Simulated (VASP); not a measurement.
Here is a VASP 6.6.1 calculation.

Contents of POSCAR:

```
NbRu3C
1.0
    4.0651380000      0.0000000000      0.0000000000
    0.0000000000      4.0651380000      0.0000000000
    0.0000000000      0.0000000000      4.0651380000
Ru Nb C
3 1 1
Direct
    0.5000000000      0.5000000000      0.0000000000
    0.5000000000      0.0000000000      0.5000000000
    0.0000000000      0.5000000000      0.5000000000
    0.0000000000      0.0000000000      0.0000000000
    0.5000000000      0.5000000000      0.5000000000
```

File INCAR.step1:

```
SYSTEM = NbRu3C
PREC = Accurate ; ENCUT = 520
ISMEAR = -1 ; SIGMA = 0.05
LREAL = .FALSE. ; LASPH = .TRUE.
NELM = 60 ; NBANDS = 38
GGA = PE ; ALGO = Normal
EDIFF = 1E-4 ; LWAVE = .TRUE.
LCHARG = .FALSE.
```

INCAR.step2

```
SYSTEM = NbRu3C
PREC = Accurate ; ENCUT = 520
EDIFF = 1E-7 ; ISMEAR = -1
SIGMA = 0.05 ; LREAL = .FALSE.
LASPH = .TRUE. ; NELM = 60
ALGO = Normal ; ISIF = 2
LWAVE = .FALSE. ; LCHARG = .FALSE.
METAGGA = R2SCAN ; LMIXTAU = .TRUE.
NBANDS = 38 ; ISTART = 1
```

The input KPOINTS:

```
regular mesh
0
G
  7 7 7
  0 0 0
```

Potentials or basis: VASP PAW PBE potentials, release 64 (Ru_pv, Nb_sv, C).

The run is started by

```sh
$ cat potpaw_PBE.64/Ru_pv/POTCAR potpaw_PBE.64/Nb_sv/POTCAR potpaw_PBE.64/C/POTCAR > POTCAR
$ cp INCAR.step1 INCAR
$ mpirun -np 1 vasp_std > vasp.out
$ cp INCAR.step2 INCAR
$ mpirun -np 1 vasp_std > vasp.out
```

(1) Estimate the band gap on the k mesh.

(2) What does it give for the pressure?

Answers

(1) zero (an odd number of electrons rules out a gap without spin polarisation).

(2) -6.9 GPa.

Caveat: the cell stands under tension; the PAW data sets were made with another functional, which shifts forces and pressure a little.
